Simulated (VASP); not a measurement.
**SiO2: single point with r2SCAN**

Crystal: SiO2.

```
Si O
1.0
     5.13557    0.00000    0.00000
    -2.56779    4.44754    0.00000
     0.00000    0.00000    5.62420
Si O
3 6
Cartesian
  -1.2839 2.2238 1.8747
  1.2839 2.2238 3.7495
  2.5678 0.0000 0.0000
  0.9636 3.5213 4.6868
  2.5678 2.5951 2.8121
  3.5313 0.9262 0.9374
  1.6042 0.9262 4.6868
  0.0000 1.8524 2.8121
  -0.9636 3.5213 0.9374
```

This cell differs from its parent crystal: strain +0.015 along x and y, +0.015 along z.

| Property | Result |
| --- | --- |
| Program | VASP 6.6.1 |
| Task | single point |
| Functional | r2SCAN |
| Potentials or basis | VASP PAW PBE potentials, release 64 (Si, O) |
| Cutoff | 520 eV |
| k mesh | 6 × 6 × 4 |
| Occupations | gaussian, width 0.05 eV |
| Spin | no spin polarisation |

- Pressure: -7.7 GPa
- Largest force: 0.346 eV/Å
- Band gap on the k mesh: 6.04 eV (least direct gap 6.22 eV)

Forces in eV/Å, atoms in the order of the input:
```
Si   0.000  0.000  0.000
Si   0.000  0.000  0.000
Si   0.000  0.000  0.000
O   -0.300 -0.173  0.000
O    0.000 -0.346  0.000
O   -0.300  0.173  0.000
O    0.300  0.173  0.000
O    0.000  0.346  0.000
O    0.300 -0.173  0.000
```

Levels at points of the mesh, in eV from the valence-band top:
```csv
k point,band 22,band 23,band 24,band 25,band 26,band 27
"(0.00, 0.00, 0.00)",-0.43,-0.43,-0.18,6.04,9.50,9.50
"(0.50, 0.00, 0.00)",-0.96,-0.33,0.00,8.14,8.97,10.14
"(0.00, 0.00, 0.50)",-0.29,0.00,0.00,7.89,7.89,9.09
"(0.50, 0.00, 0.50)",-0.70,-0.67,-0.32,8.94,9.54,9.71
```

It took 3.7 min on 1 thread of Intel(R) Xeon(R) Platinum 8124M CPU @ 3.00GHz (Skylake/Cascade Lake) (shared host), peak memory 0.3 GiB.

Caveat: the cell differs from its parent crystal (strain +0.015 along x and y, +0.015 along z); the cell stands under tension; the PAW data sets were made with another functional, which shifts forces and pressure a little. A k mesh can miss the band edges.
